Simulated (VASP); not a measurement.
# Sc in VASP: a series of runs, part 2 of 2

VASP 6.6.1. Earlier steps stand in the parts before.

## (3) Single point, PBE (strained)

Input file INCAR:

```
SYSTEM = Sc
  PREC = Accurate
  ENCUT = 520
  EDIFF = 1E-7
  ISMEAR = 0
  SIGMA = 0.1
  LREAL = .False.
  LASPH = .True.
  NELM = 60
  ALGO = Normal
  ISIF = 2
  LWAVE = .False.
  LCHARG = .False.
  GGA = PE
  NBANDS = 18
```

Input file KPOINTS:

```
Automatic mesh
0
Gamma
  15 15 8
  0 0 0
```

Input file POSCAR:

```
Sc
1.0
    3.1645343090      0.0000000000      0.0000000000
   -1.5822671544      2.7405671027      0.0000000000
    0.0000000000      0.0000000000      5.5124352000
Sc
2
Direct
    0.3333333333      0.6666666667      0.2500000000
    0.6666666667      0.3333333333      0.7500000000
```

Potentials or basis: VASP PAW PBE potentials, release 64 (Sc_sv).

Run with:

```bash
$ cat potpaw_PBE.64/Sc_sv/POTCAR > POTCAR
$ mpirun -np 1 vasp_std > vasp.out
```

OUTCAR:

```text
SYSTEM = Sc
   PREC = Accurate
   ENCUT = 520
   EDIFF = 1E-7
   ISMEAR = 0
   LREAL = .False.
   LASPH = .True.
   NELM = 60
   ISIF = 2
   GGA = PE

 ion  position               nearest neighbor table
   1  0.333  0.667  0.250-   2 3.31   2 3.31   2 3.31   2 3.31   2 3.31   2 3.31
   2  0.667  0.333  0.750-   1 3.31   1 3.31   1 3.31   1 3.31   1 3.31   1 3.31

  LATTYP: Found a hexagonal cell.
 ALAT       =     3.1645343090
 C/A-ratio  =     1.7419419926

  Lattice vectors:

 A1 = (   3.1645343090,   0.0000000000,   0.0000000000)
 A2 = (  -1.5822671544,   2.7405671027,   0.0000000000)
 A3 = (   0.0000000000,   0.0000000000,   5.5124352000)

Analysis of symmetry for initial positions (statically):
=====================================================================
 Subroutine PRICEL returns:
 Original cell was already a primitive cell.

 Routine SETGRP: Setting up the symmetry group for a
 hexagonal supercell.

 Subroutine GETGRP returns: Found 24 space group operations
 (whereof 12 operations were pure point group operations)
 out of a pool of 24 trial point group operations.

The static configuration has the point symmetry D_3d.
 The point group associated with its full space group is D_6h.

[... 156 lines left out ...]
  ext. energy  EPLUGINS =         0.00000000
  ---------------------------------------------------
  free energy    TOTEN  =       -12.40380881 eV

  energy without entropy =      -12.38004740  energy(sigma->0) =      -12.39192810

 E-fermi :   3.8812     XC(G=0): -10.0006

 val. band max:        3.8805736929   @ k =   0.4000   0.0000   0.5000
 cond. band min:       3.8867444238   @ k =   0.0667   0.0667   0.2500
 fundamental gap:      0.0061707309
 Fermi energy:         3.8811658932

 k-point     1 :       0.0000    0.0000    0.0000
  band No.  band energies     occupation
      1     -45.4821      2.00000
      2     -45.4311      2.00000
      3     -24.2702      2.00000
      4     -23.9014      2.00000
      5     -23.9013      2.00000
      6     -23.8999      2.00000
[... 481 lines left out ...]
      5     -24.0943      2.00000
      6     -24.0563      2.00000
[... 10 lines left out ...]
     17       7.4704      0.00000
     18       7.6718      0.00000

 [... further k-points ...]
[... 5 lines left out ...]
  --------------------------------------------------------------------------------------
  -------------------------------------------------------------------------------------
  Total        1.4559373      1.4559373     -0.9504985      0.0000000      0.0000000      0.0000000
  in kB       48.7932244     48.7932244    -31.8543164      0.0000000      0.0000000      0.0000000
  external PRESSURE =      21.9107108 kB  Pullay stress =       0.0000000 kB

 VOLUME and BASIS-vectors are now :
 -----------------------------------------------------------------------------
  energy-cutoff  :      520.00
  volume of cell :       47.81
      direct lattice vectors                 reciprocal lattice vectors
     3.164534309  0.000000000  0.000000000     0.316002262  0.182443991  0.000000000
    -1.582267154  2.740567103  0.000000000     0.000000000  0.364887982  0.000000000
     0.000000000  0.000000000  5.512435200     0.000000000  0.000000000  0.181408028

 POSITION                                       TOTAL-FORCE (eV/Angst)
 -----------------------------------------------------------------------------------
     -0.00000      1.82704      1.37811         0.000000     -0.000000      0.000000
      1.58227      0.91352      4.13433        -0.000000      0.000000      0.000000
 -----------------------------------------------------------------------------------
    total drift:                                0.000000     -0.000000      0.000000

  FREE ENERGIE OF THE ION-ELECTRON SYSTEM (eV)
  ---------------------------------------------------
  free  energy   TOTEN  =       -12.4038088056 eV

  energy  without entropy=      -12.3800473986  energy(sigma->0) =      -12.39192810
```

OSZICAR:

```text
N       E                     dE             d eps       ncg     rms          rms(c)
DAV:   1     0.356798846340E+03    0.35680E+03   -0.10999E+04  4868   0.130E+03
DAV:   2     0.631769397858E+01   -0.35048E+03   -0.34334E+03  5924   0.539E+02
DAV:   3    -0.133195783243E+02   -0.19637E+02   -0.18918E+02  7902   0.155E+02
DAV:   4    -0.137347469046E+02   -0.41517E+00   -0.41239E+00  7400   0.202E+01
DAV:   5    -0.137398414120E+02   -0.50945E-02   -0.50925E-02  8244   0.235E+00    0.777E+00
DAV:   6    -0.125713758073E+02    0.11685E+01   -0.26525E+00  6392   0.181E+01    0.235E+00
DAV:   7    -0.124149880078E+02    0.15639E+00   -0.68450E-01  6606   0.840E+00    0.847E-01
DAV:   8    -0.124051591408E+02    0.98289E-02   -0.26788E-02  6052   0.207E+00    0.236E-01
DAV:   9    -0.124037986286E+02    0.13605E-02   -0.69732E-03  6798   0.892E-01    0.206E-02
DAV:  10    -0.124038117094E+02   -0.13081E-04   -0.12653E-04  7198   0.147E-01    0.659E-03
DAV:  11    -0.124038075444E+02    0.41650E-05   -0.22891E-06  7708   0.176E-02    0.205E-03
DAV:  12    -0.124038092192E+02   -0.16748E-05   -0.32710E-07  5368   0.555E-03    0.876E-04
DAV:  13    -0.124038087789E+02    0.44039E-06   -0.37704E-08  3522   0.335E-03    0.125E-04
DAV:  14    -0.124038088056E+02   -0.26733E-07   -0.87082E-09  3234   0.201E-03
   1 F= -.12403809E+02 E0= -.12391928E+02  d E =-.237614E-01
```

stdout:

```text
POSCAR found type information on POSCAR Sc
 POSCAR found :  1 types and       2 ions
 scaLAPACK will be used
 LDA part: xc-table for (Slater+PW92), standard interpolation
 POSCAR, INCAR and KPOINTS ok, starting setup
 FFT: planning ... GRIDC
 FFT: planning ... GRID_SOFT
 FFT: planning ... GRID
 WAVECAR not read
 entering main loop
```

Run time: 47 s. Hardware: 1 thread of Intel Xeon Platinum 8488C (Sapphire Rapids), shared host; peak memory 0.22 GiB.

Results:

* Free energy: -12.4038 eV
* Pressure: 2.2 GPa
* Band gap on the k mesh: zero (band 11 reaches 4.44 eV, above the bottom of band 12 at 3.47 eV)

Caveat: the cell differs from its parent crystal (strained).

## (4) Single point, PBE (strained)

Input file INCAR:

```
PREC = Accurate
ENCUT = 520
EDIFF = 1E-7
ISMEAR = 0
SIGMA = 0.1
LREAL = False
LASPH = True
NELM = 60
ALGO = Normal
ISIF = 2
LWAVE = False
LCHARG = False
GGA = PE
NBANDS = 18
```

Input file KPOINTS:

```
regular mesh
0
Gamma
  15 15 8
```

Input file POSCAR:

```
Sc
1.0
    3.2263095657      0.0000000000      0.0000000000
   -1.6131547828      2.7940660443      0.0000000000
    0.0000000000      0.0000000000      5.6107887600
Sc
2
Direct
    0.3333333333      0.6666666667      0.2500000000
    0.6666666667      0.3333333333      0.7500000000
```

Run with:

```bash
$ cat potpaw_PBE.64/Sc_sv/POTCAR > POTCAR
$ mpirun -np 1 vasp_std > vasp.out
```

It took 48 s on 1 thread of Intel Xeon Platinum 8488C (Sapphire Rapids), shared host; peak memory 0.23 GiB.

It converged, with:

| Property | Result |
| --- | --- |
| Free energy | -12.4175 eV |
| Pressure | -0.9 GPa |
| Band gap on the k mesh | zero (band 11 reaches 4.10 eV, above the bottom of band 12 at 3.21 eV) |

Stress tensor (GPa, compression positive):
```
 1.51  0.00  0.00
 0.00  1.51  0.00
 0.00  0.00 -5.78
```

Levels at points of the mesh, in eV from the Fermi level:
| k point | band 9 | band 10 | band 11 | band 12 | band 13 | band 14 |
| --- | --- | --- | --- | --- | --- | --- |
| (0.00, 0.00, 0.00) | -5.09 | -1.86 | -0.15 | 1.22 | 1.62 | 1.62 |
| (0.00, 0.00, 0.50) | -3.79 | -3.79 | 0.55 | 0.55 | 1.64 | 1.64 |

Caveat: the cell differs from its parent crystal (strained).

## (5) Single point, PBE (strained)

Input file INCAR:

```
SYSTEM = Sc
PREC     = Accurate       ! precision mode
ENCUT    = 520            ! plane-wave cutoff, eV
EDIFF    = 1E-6           ! SCF threshold, eV
ISMEAR   = 0              ! smearing method
SIGMA    = 0.1            ! smearing width, eV
LREAL    = .FALSE.        ! projectors in reciprocal space
LASPH    = .TRUE.         ! aspherical terms in the spheres
NELM     = 100            ! most SCF steps
ALGO     = Normal         ! electronic algorithm
ISIF     = 2              ! what is computed and relaxed
LWAVE    = .FALSE.        ! write WAVECAR
LCHARG   = .TRUE.         ! write CHGCAR
GGA      = PE             ! functional
LELF     = .TRUE.         ! ELF
LVHAR    = .TRUE.       
NBANDS   = 18             ! bands
```

Input file KPOINTS:

```
regular mesh
0
G
  15 15 8
  0 0 0
```

Input file POSCAR:

```
Sc
1.0
    3.4601092251      0.0000000000      0.0000000000
   -1.7300546125      2.9965424888      0.0000000000
    0.0000000000      0.0000000000      5.0347856400
Sc
2
Direct
    0.3333333333      0.6666666667      0.2500000000
    0.6666666667      0.3333333333      0.7500000000
```

Run with:

```bash
$ cat potpaw_PBE.64/Sc_sv/POTCAR > POTCAR
$ mpirun -np 1 vasp_std > vasp.out
```

Wall time 2 min (1 thread of Intel Xeon Platinum 8488C (Sapphire Rapids), shared host); peak memory 0.23 GiB.

It converged, with:

* Free energy: -12.4473 eV
* Pressure: -2.8 GPa
* Band gap on the k mesh: zero (band 11 reaches 4.51 eV, above the bottom of band 12 at 2.84 eV)

Stress tensor (GPa, compression positive):
```
-4.38  0.00  0.00
 0.00 -4.38  0.00
 0.00  0.00  0.32
```

Levels at points of the mesh, in eV from the Fermi level:
```csv
k point,band 9,band 10,band 11,band 12,band 13,band 14
"(0.00, 0.00, 0.00)",-4.99,-1.44,1.02,1.46,1.46,1.95
"(0.00, 0.00, 0.50)",-3.37,-3.37,1.18,1.18,1.28,1.28
```

Caveat: the cell differs from its parent crystal (strained).

## (6) Overview

```tsv
cell	gap on the mesh (eV)	pressure (GPa)
a = 3.246, b = 3.246, c = 5.484 Å, angles 90.0, 90.0, 120.0°, 2 atoms	none	-0.3
a = 3.165, b = 3.165, c = 5.512 Å, angles 90.0, 90.0, 120.0°, 2 atoms	none	2.2
a = 3.226, b = 3.226, c = 5.611 Å, angles 90.0, 90.0, 120.0°, 2 atoms	none	-0.9
a = 3.460, b = 3.460, c = 5.035 Å, angles 90.0, 90.0, 120.0°, 2 atoms	none	-2.8
```

Alike in all rows: task single point; level PBE; potentials or basis VASP PAW PBE potentials, release 64 (Sc_sv); no spin polarisation; k mesh 15 × 15 × 8; cutoff (eV) 520; smearing gaussian 0.1 eV.

Total energies depend on the potentials used, so only differences within one code and one set of settings carry meaning.
